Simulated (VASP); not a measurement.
Here is a VASP 6.6.1 calculation.

Contents of POSCAR:

```
GaN
1.0
    0.0000000000      2.2264630157      2.2727256636
    2.2264630157      0.0000000000      2.2727256636
    2.2264630157      2.2264630157      0.0000000000
Ga N
1 1
Direct
    0.0000000000      0.0000000000      0.0000000000
    0.2500000000      0.2500000000      0.2500000000
```

Contents of INCAR.step1:

```
  PREC = Accurate
  ENCUT = 520
  ISMEAR = 0
  SIGMA = 0.01
  LREAL = F
  LASPH = T
  NELM = 150
  MAGMOM = 0 0 0 0 0 0
  LSORBIT = T
  GGA_COMPAT = F
  NBANDS = 30
  GGA = PE
  ALGO = Normal
  EDIFF = 1E-4
  LWAVE = T
  LCHARG = F
```

INCAR.step2

```
  PREC = Accurate
  ENCUT = 520
  EDIFF = 1E-6
  ISMEAR = 0
  SIGMA = 0.01
  LREAL = F
  LASPH = T
  NELM = 150
  ALGO = Normal
  ISIF = 2
  LWAVE = F
  LCHARG = F
  MAGMOM = 0 0 0 0 0 0
  LORBIT = 11
  LSORBIT = T
  GGA_COMPAT = F
  LORBMOM = T
  METAGGA = R2SCAN
  LMIXTAU = T
  NBANDS = 30
  ISTART = 1
```

KPOINTS

```
Automatic mesh
0
Gamma
  10 10 10
```

Potentials or basis: VASP PAW PBE potentials, release 64 (Ga_d, N).

Command:

```console
$ cat potpaw_PBE.64/Ga_d/POTCAR potpaw_PBE.64/N/POTCAR > POTCAR
$ cp INCAR.step1 INCAR
$ mpirun -np 1 vasp_ncl > vasp.out
$ cp INCAR.step2 INCAR
$ mpirun -np 1 vasp_ncl > vasp.out
```

(1) Predict the net moment.

(2) Predict the pressure.

Answers

(1) 0.00 μB per cell.

(2) 3.1 GPa.

Caveat: the cell differs from its parent crystal (epitaxial xy strain -1.0%); the cell stands under pressure; the structure was generated, so it needn't be the stable form of GaN; the PAW data sets were made with another functional, which shifts forces and pressure a little.
